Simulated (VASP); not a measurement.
Input of a VASP 6.6.1 run:

The input INCAR:

```
ALGO     = Normal         # electronic algorithm
EDIFF    = 1E-6           # SCF threshold, eV
ENCUT    = 520            # plane-wave cutoff, eV
GGA      = PE             # functional
ISIF     = 2              # what is computed and relaxed
ISMEAR   = 0              # smearing method
LASPH    = True           # aspherical terms in the spheres
LCHARG   = False          # write CHGCAR
LREAL    = False          # projectors in reciprocal space
LWAVE    = False          # write WAVECAR
NBANDS   = 51             # bands
NELM     = 60             # most SCF steps
PREC     = Accurate       # precision mode
SIGMA    = 0.1            # smearing width, eV
```

Contents of KPOINTS:

```
k-points
0
Gamma
  12 12 2
```

The input POSCAR:

```
Si3Sn2
1.0
    3.5245585180      0.0000000000      0.0000000000
   -1.7622792590      3.0523572137      0.0000000000
    0.0000000000      0.0000000000     20.2346083507
Si Sn
6 4
Direct
    0.6666666667      0.3333333333      0.7500000000
    0.6666666667      0.3333333333      0.1815084673
    0.6666666667      0.3333333333      0.3184915327
    0.3333333333      0.6666666667      0.6815084673
    0.3333333333      0.6666666667      0.8184915327
    0.3333333333      0.6666666667      0.2500000000
    0.6666666667      0.3333333333      0.9332415614
    0.6666666667      0.3333333333      0.5667584386
    0.3333333333      0.6666666667      0.0667584386
    0.3333333333      0.6666666667      0.4332415614
```

Potentials or basis: VASP PAW PBE potentials, release 64 (Si, Sn_d).

The run is started by

```bash
$ cat potpaw_PBE.64/Si/POTCAR potpaw_PBE.64/Sn_d/POTCAR > POTCAR
$ mpirun -np 1 vasp_std > vasp.out
```

Task: Estimate the largest force.

Result: 0.010 eV/Å.

Task: What does it give for the band gap on the k mesh?

Result: Zero (bands 40 and 41 overlap by 4.75 eV).

Forces in eV/Å, atoms in the order of the input:
```
Si   0.000  0.000  0.000
Si   0.000  0.000  0.010
Si   0.000  0.000 -0.010
Si   0.000  0.000  0.010
Si   0.000  0.000 -0.010
Si   0.000  0.000  0.000
Sn   0.000  0.000 -0.001
Sn   0.000  0.000  0.001
Sn   0.000  0.000  0.001
Sn   0.000  0.000 -0.001
```

Caveat: spin-orbit coupling is left out, which moves the levels of the heavy elements.
